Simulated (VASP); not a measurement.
Wanted: the native input for a VASP 6.6.1 run.

```
Task                   : single point
Functional             : r2SCAN
Potentials or basis    : VASP PAW PBE potentials, release 64 (Ti_sv, O)
Cutoff                 : 520 eV
k mesh                 : 6 × 6 × 8
Occupations            : gaussian, width 0.05 eV
Spin                   : no spin polarisation
Hubbard terms          : Ti d U = 4.0 eV
Dipole correction      : no
Further INCAR settings : ALGO = Normal; EDIFF = 1e-06; NBANDS = 33
```

The system is TiO2.

```
CELL_PARAMETERS angstrom
4.59736 0.00000 0.00000
0.00000 4.59736 0.00000
0.00000 0.00000 2.87317
ATOMIC_POSITIONS crystal
Ti 0.00000 0.00000 0.00000
Ti 0.50000 0.50000 0.50000
O 0.30514 0.30514 0.00000
O 0.19486 0.80514 0.50000
O 0.69486 0.69486 0.00000
O 0.80514 0.19486 0.50000
```

This cell differs from its parent crystal: strain +0.000 along x and y, -0.040 along z.

The input as run:

POSCAR

```
TiO2
1.0
    4.5973635523      0.0000000000      0.0000000000
    0.0000000000      4.5973635523      0.0000000000
    0.0000000000      0.0000000000      2.8731688202
Ti O
2 4
Direct
    0.0000000000      0.0000000000      0.0000000000
    0.5000000000      0.5000000000      0.5000000000
    0.3051400959      0.3051400959      0.0000000000
    0.1948599041      0.8051400959      0.5000000000
    0.6948599041      0.6948599041      0.0000000000
    0.8051400959      0.1948599041      0.5000000000
```

INCAR.step1

```
  PREC = Accurate
  ENCUT = 520
  ISMEAR = 0
  SIGMA = 0.05
  LREAL = False
  LASPH = True
  NELM = 150
  LMAXMIX = 4
  LDAU = True
  LDAUTYPE = 2
  LDAUL = 2 -1
  LDAUU = 4 0
  LDAUJ = 0 0
  NBANDS = 33
  GGA = PE
  ALGO = Normal
  EDIFF = 1E-4
  LWAVE = True
  LCHARG = False
```

INCAR.step2

```
  PREC = Accurate
  ENCUT = 520
  EDIFF = 1E-6
  ISMEAR = 0
  SIGMA = 0.05
  LREAL = False
  LASPH = True
  NELM = 150
  ALGO = Normal
  ISIF = 2
  LWAVE = False
  LCHARG = False
  LMAXMIX = 4
  LDAU = True
  LDAUTYPE = 2
  LDAUL = 2 -1
  LDAUU = 4 0
  LDAUJ = 0 0
  LDAUPRINT = 1
  METAGGA = R2SCAN
  LMIXTAU = True
  NBANDS = 33
  ISTART = 1
```

KPOINTS

```
regular mesh
0
Gamma
  6 6 8
```

Potentials or basis: VASP PAW PBE potentials, release 64 (Ti_sv, O).

Command:

```bash
$ cat potpaw_PBE.64/Ti_sv/POTCAR potpaw_PBE.64/O/POTCAR > POTCAR
$ cp INCAR.step1 INCAR
$ mpirun -np 1 vasp_std > vasp.out
$ cp INCAR.step2 INCAR
$ mpirun -np 1 vasp_std > vasp.out
```

It gave:

| Item | Value |
| --- | --- |
| Pressure | 18.9 GPa |
| Largest force | 0.553 eV/Å |
| Band gap on the k mesh | 2.93 eV (least direct gap 2.95 eV) |

Caveat: the cell differs from its parent crystal (strain +0.000 along x and y, -0.040 along z); the cell stands under pressure; the PAW data sets were made with another functional, which shifts forces and pressure a little.

Wall time 2.6 min on 1 thread of Intel(R) Xeon(R) 6975P-C (Granite Rapids) (shared host), peak memory 0.22 GiB.
